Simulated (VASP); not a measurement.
# TePb (Pnma) in VASP: single point with PBE+D3(BJ)

Aim: the single point of TePb with PBE+D3(BJ).

Program: VASP 6.6.1. These are calculated values, not measurements. Logs are shortened: lines on timing, memory, paths and dates and some standing lists are left out, and cuts for length are marked.

## Step 1: The cell of the first run

The typed cell holds 8 atoms: a = 9.138 Å, b = 4.571 Å, c = 6.477 Å, α = 90.00°, β = 90.00°, γ = 90.00°.

## Step 2: Single point, PBE+D3(BJ)

The input, INCAR:

```
ALGO = Normal
EDIFF = 1E-6
ENCUT = 520
GGA = PE
ISIF = 2
ISMEAR = -1
IVDW = 12
LASPH = True
LCHARG = False
LREAL = False
LWAVE = False
NBANDS = 50
NELM = 60
PREC = Accurate
SIGMA = 0.02
```

The input, KPOINTS:

```
k-points
0
Gamma
  4 6 4
```

The input, POSCAR:

```
TePb
1.0
    9.1380106500      0.0000000000      0.0000000000
    0.0000000000      4.5709601870      0.0000000000
    0.0000000000      0.0000000000      6.4769582117
Te Pb
4 4
Direct
    0.1251214903      0.7500000000      0.2498541398
    0.6251214903      0.7500000000      0.2501458602
    0.3748785097      0.2500000000      0.7498541398
    0.8748785097      0.2500000000      0.7501458602
    0.1246227660      0.7500000000      0.7501772399
    0.6246227660      0.7500000000      0.7498227601
    0.3753772340      0.2500000000      0.2501772399
    0.8753772340      0.2500000000      0.2498227601
```

Potentials or basis: VASP PAW PBE potentials, release 64 (Te, Pb_d).

Launch:

```bash
$ cat potpaw_PBE.64/Te/POTCAR potpaw_PBE.64/Pb_d/POTCAR > POTCAR
$ mpirun -np 1 vasp_std > vasp.out
```

OUTCAR:

```text
EDIFF = 1E-6
   ENCUT = 520
   GGA = PE
   ISIF = 2
   ISMEAR = -1
   IVDW = 12
   LASPH = True
   LREAL = False
   NELM = 60
   PREC = Accurate
 IVDW          = 12

 ion  position               nearest neighbor table
   1  0.125  0.750  0.250-   8 3.23   8 3.23   7 3.23   7 3.23   5 3.24   5 3.24
   2  0.625  0.750  0.250-   7 3.23   7 3.23   8 3.23   8 3.23   6 3.24   6 3.24
   3  0.375  0.250  0.750-   6 3.23   6 3.23   5 3.23   5 3.23   7 3.24   7 3.24
   4  0.875  0.250  0.750-   5 3.23   5 3.23   6 3.23   6 3.23   8 3.24   8 3.24
   5  0.125  0.750  0.750-   4 3.23   4 3.23   3 3.23   3 3.23   1 3.24   1 3.24
   6  0.625  0.750  0.750-   3 3.23   3 3.23   4 3.23   4 3.23   2 3.24   2 3.24
   7  0.375  0.250  0.250-   2 3.23   2 3.23   1 3.23   1 3.23   3 3.24   3 3.24
   8  0.875  0.250  0.250-   1 3.23   1 3.23   2 3.23   2 3.23   4 3.24   4 3.24

  LATTYP: Found a simple orthorhombic cell.
 ALAT       =     4.5709601870
 B/A-ratio  =     1.4169797913
 C/A-ratio  =     1.9991446602

  Lattice vectors:

 A1 = (   0.0000000000,   4.5709601870,   0.0000000000)
 A2 = (   0.0000000000,   0.0000000000,   6.4769582117)
 A3 = (   9.1380106500,   0.0000000000,   0.0000000000)

Analysis of symmetry for initial positions (statically):
=====================================================================
 Subroutine PRICEL returns:
 Original cell was already a primitive cell.

 Routine SETGRP: Setting up the symmetry group for a
 simple orthorhombic supercell.

 Subroutine GETGRP returns: Found  8 space group operations
 (whereof  2 operations were pure point group operations)
 out of a pool of  8 trial point group operations.

The static configuration has the point symmetry S_2 .
 The point group associated with its full space group is D_2h.

Analysis of symmetry for dynamics (positions and initial velocities):
=====================================================================
 Subroutine PRICEL returns:
 Original cell was already a primitive cell.

 Routine SETGRP: Setting up the symmetry group for a
 simple orthorhombic supercell.

 Subroutine GETGRP returns: Found  8 space group operations
 (whereof  2 operations were pure point group operations)
 out of a pool of  8 trial point group operations.

The dynamic configuration has the point symmetry S_2 .
 The point group associated with its full space group is D_2h.

 Subroutine INISYM returns: Found  8 space group operations
 (whereof  2 operations are pure point group operations),
 and found     1 'primitive' translations

----------------------------------------------------------------------------------------

                                     Primitive cell

  volume of cell :     270.5392

  direct lattice vectors                    reciprocal lattice vectors
     9.138010650  0.000000000  0.000000000     0.109433009  0.000000000  0.000000000
     0.000000000  4.570960187  0.000000000     0.000000000  0.218772415  0.000000000
     0.000000000  0.000000000  6.476958212     0.000000000  0.000000000  0.154393462

  length of vectors
     9.138010650  4.570960187  6.476958212     0.109433009  0.218772415  0.154393462

  position of ions in fractional coordinates (direct lattice)
     0.125121490  0.750000000  0.249854140
     0.625121490  0.750000000  0.250145860
     0.374878510  0.250000000  0.749854140
     0.874878510  0.250000000  0.750145860
     0.124622766  0.750000000  0.750177240
     0.624622766  0.750000000  0.749822760
     0.375377234  0.250000000  0.250177240
     0.875377234  0.250000000  0.249822760

  ion indices of the primitive-cell ions
   primitive index   ion index
                 1           1
                 2           2
                 3           3
                 4           4
                 5           5
                 6           6
                 7           7
                 8           8

----------------------------------------------------------------------------------------

 KPOINTS: k-points

Automatic generation of k-mesh.
 Grid dimensions read from file:
 generate k-points for:    4    6    4

 Generating k-lattice:

  Cartesian coordinates                     Fractional coordinates (reciprocal lattice)
     0.027358252  0.000000000  0.000000000     0.250000000  0.000000000  0.000000000
     0.000000000  0.036462069  0.000000000     0.000000000  0.166666667  0.000000000
     0.000000000  0.000000000  0.038598365     0.000000000  0.000000000  0.250000000

  Length of vectors
     0.027358252  0.036462069  0.038598365

  Shift w.r.t. Gamma in fractional coordinates (k-lattice)
     0.000000000  0.000000000  0.000000000

 Subroutine IBZKPT returns following result:
 ===========================================

 Found     36 irreducible k-points:

 Following reciprocal coordinates:
            Coordinates               Weight
  0.000000  0.000000  0.000000      1.000000
  0.250000  0.000000  0.000000      2.000000
  0.500000  0.000000  0.000000      1.000000
  0.000000  0.166667  0.000000      2.000000
  0.250000  0.166667  0.000000      4.000000
  0.500000  0.166667  0.000000      2.000000
[... 16 lines left out ...]
  0.250000  0.500000  0.250000      4.000000
  0.500000  0.500000  0.250000      2.000000
 [... further k-points ...]
   k-points           NKPTS =     36   k-points in BZ     NKDIM =     36   number of bands    NBANDS=     50
   number of dos      NEDOS =    301   number of ions     NIONS =      8
   total plane-waves  NPLWV = 120960
   dimension x,y,z NGX =    70 NGY =   36 NGZ =   48
   dimension x,y,z NGXF=   140 NGYF=   72 NGZF=   96
   ions per type =               4   4
   NGX,Y,Z   is equivalent  to a cutoff of  12.73, 13.09, 12.32 a.u.
   NGXF,Y,Z  is equivalent  to a cutoff of  25.47, 26.19, 24.64 a.u.
 SYSTEM =  unknown system
   PREC   = accura    normal or accurate (medium, high low for compatibility)
   ISTART =      0    job   : 0-new  1-cont  2-samecut
   ICHARG =      2    charge: 1-file 2-atom 10-const
   ISPIN  =      1    spin polarized calculation?
   LNONCOLLINEAR =      F non collinear calculations
   LSORBIT =      F    spin-orbit coupling
   LASPH  =      T    aspherical Exc in radial PAW
   ENCUT  =  520.0 eV  38.22 Ry    6.18 a.u.  16.99  8.50 12.04*2*pi/ulx,y,z
   NELM   =     60;   NELMIN=  2; NELMDL= -5     # of ELM steps
   EDIFF  = 0.1E-05   stopping-criterion for ELM
   LREAL  =      F    real-space projection
   EDIFFG = 0.1E-04   stopping-criterion for IOM
   NSW    =      0    number of steps for IOM
   IBRION =     -1    ionic relax: 0-MD 1-quasi-New 2-CG
   NFREE  =      0    steps in history (QN), initial steepest desc. (CG)
   ISIF   =      2    stress and relaxation
   ISYM   =      2    0-nonsym 1-usesym 2-fastsym
   POTIM  = 0.5000    time-step for ionic-motion
   TEBEG  =    0.0;   TEEND  =   0.0 temperature during run
   PSTRESS=    0.0 pullay stress
   NELECT =      80.0000    total number of electrons
   NUPDOWN=      -1.0000    fix difference up-down
   EMIN   =  10.00;   EMAX   =-10.00  energy-range for DOS
   EFERMI =   0.00;   METHOD = LEGACY
   ISMEAR =    -1;   SIGMA  =   0.02  broadening in eV -4-tet -1-fermi 0-gaus
   EFERMI_NEDOS =   21; number of points for ismear=-14 and -15
   IALGO  =     38    algorithm
   IMIX   =      4    mixing-type and parameters
     AMIX     =   0.40;   BMIX     =  1.00
     AMIX_MAG =   1.60;   BMIX_MAG =  1.00
  volume/ion in A,a.u.               =      33.82       228.21
  Fermi-wavevector in a.u.,A,eV,Ry     =   1.090674  2.061074 16.185065  1.189569
  Thomas-Fermi vector in A             =   2.226903
   LORBIT       =      0    0 simple, 1 ext, 2 COOP (PROOUT), +10 PAW based schemes
   GGA     = PE    functional components
   LHFCALC =     F    Hartree Fock is set to
   AEXX    =    0.0000 exact exchange contribution
   IVDW    =    12    specifies the selected vdW correction
   LEPSILON=     F    determine dielectric tensor
   LRPA    =     F    only Hartree local field effects (RPA)
 non-spin polarized calculation
  energy-cutoff  :      520.00
  volume of cell :      270.54
 maximum number of plane-waves:      7344
 NGX is ok and might be reduce to    70
   NGX = 33   NGY = 17   NGZ = 25

 number of electron      80.0000034 magnetization

 Free energy of the ion-electron system (eV)
  ---------------------------------------------------
  ext. energy  EPLUGINS =         0.00000000
  ---------------------------------------------------
  free energy    TOTEN  =       -30.00885720 eV

  energy without entropy =      -30.00885720  energy(sigma->0) =      -30.00885720

 E-fermi :   5.9611     XC(G=0):  -9.2890

 val. band max:        5.5919928405   @ k =   0.0000   0.5000   0.5000
 cond. band min:       6.3308335055   @ k =   0.0000   0.0000   0.5000
 fundamental gap:      0.7388406651
 Fermi energy:         5.9610667587

 k-point     1 :       0.0000    0.0000    0.0000
  band No.  band energies     occupation
      1     -11.1882      2.00000
      2     -11.1461      2.00000
      3     -11.1458      2.00000
      4     -11.1358      2.00000
      5     -11.1358      2.00000
      6     -11.1273      2.00000
[... 42 lines left out ...]
     49      10.2212      0.00000
     50      10.2325      0.00000

 k-point     2 :       0.2500    0.0000    0.0000
  band No.  band energies     occupation
      1     -11.1838      2.00000
      2     -11.1586      2.00000
      3     -11.1364      2.00000
      4     -11.1355      2.00000
      5     -11.1313      2.00000
      6     -11.1277      2.00000
[... 42 lines left out ...]
     49       9.8005      0.00000
     50      10.5110      0.00000

 k-point     3 :       0.5000    0.0000    0.0000
  band No.  band energies     occupation
      1     -11.1725      2.00000
      2     -11.1725      2.00000
      3     -11.1315      2.00000
      4     -11.1315      2.00000
      5     -11.1303      2.00000
      6     -11.1303      2.00000
[... 1102 lines left out ...]
     49       9.7254      0.00000
     50       9.7254      0.00000

 k-point    24 :       0.5000    0.5000    0.2500
  band No.  band energies     occupation
      1     -11.1625      2.00000
      2     -11.1625      2.00000
      3     -11.1625      2.00000
      4     -11.1625      2.00000
      5     -11.1277      2.00000
      6     -11.1277      2.00000
[... 42 lines left out ...]
     49      10.1207      0.00000
     50      10.1207      0.00000

 [... further k-points ...]

------------------------ aborting loop because EDIFF is reached ----------------------------------------

 Edisp (eV)   -3.21000

 E8    (eV) :    -1.5552

  FORCE on cell =-STRESS in cart. coord.  units (eV):
  Direction    XX          YY          ZZ          XY          YZ          ZX
  --------------------------------------------------------------------------------------
  -------------------------------------------------------------------------------------
  Total      -0.03031    -0.05946    -0.02762     0.00000     0.00000     0.00000
  in kB      -0.17951    -0.35215    -0.16355     0.00000     0.00000     0.00000
  external pressure =       -0.23 kB  Pullay stress =        0.00 kB

 VOLUME and BASIS-vectors are now :
 -----------------------------------------------------------------------------
  energy-cutoff  :      520.00
  volume of cell :      270.54
      direct lattice vectors                 reciprocal lattice vectors
     9.138010650  0.000000000  0.000000000     0.109433009  0.000000000  0.000000000
     0.000000000  4.570960187  0.000000000     0.000000000  0.218772415  0.000000000
     0.000000000  0.000000000  6.476958212     0.000000000  0.000000000  0.154393462

 POSITION                                       TOTAL-FORCE (eV/Angst)
 -----------------------------------------------------------------------------------
      1.14336      3.42822      1.61829         0.001722     -0.000000      0.003502
      5.71237      3.42822      1.62018         0.001722     -0.000000     -0.003502
      3.42564      1.14274      4.85677        -0.001722      0.000000      0.003502
      7.99465      1.14274      4.85866        -0.001722     -0.000000     -0.003502
      1.13880      3.42822      4.85887         0.002748      0.000000     -0.003006
      5.70781      3.42822      4.85657         0.002748     -0.000000      0.003006
      3.43020      1.14274      1.62039        -0.002748     -0.000000     -0.003006
      7.99921      1.14274      1.61809        -0.002748     -0.000000      0.003006
 -----------------------------------------------------------------------------------
    total drift:                                0.000000      0.000000     -0.000000

  FREE ENERGIE OF THE ION-ELECTRON SYSTEM (eV)
  ---------------------------------------------------
  free  energy   TOTEN  =       -33.2188573225 eV

  energy  without entropy=      -33.2188573219  energy(sigma->0) =      -33.21885732
```

It took 4.1 min on 1 thread of Intel Xeon 6975P-C (Granite Rapids), shared host; peak memory 0.58 GiB.

Results:

| Quantity | Value |
| --- | --- |
| Free energy | -33.2189 eV |
| Pressure | 0.0 GPa |
| Largest force | 0.004 eV/Å |
| Band gap on the k mesh | 0.74 eV |
| Dispersion energy per atom | -0.401 eV |

Forces on the atoms (eV/Å):
```
Te   0.002  0.000  0.004
Te   0.002  0.000 -0.004
Te  -0.002  0.000  0.004
Te  -0.002  0.000 -0.004
Pb   0.003  0.000 -0.003
Pb   0.003  0.000  0.003
Pb  -0.003  0.000 -0.003
Pb  -0.003  0.000  0.003
```

Caveat: spin-orbit coupling is left out, which moves the levels of the heavy elements. A k mesh can miss the band edges.
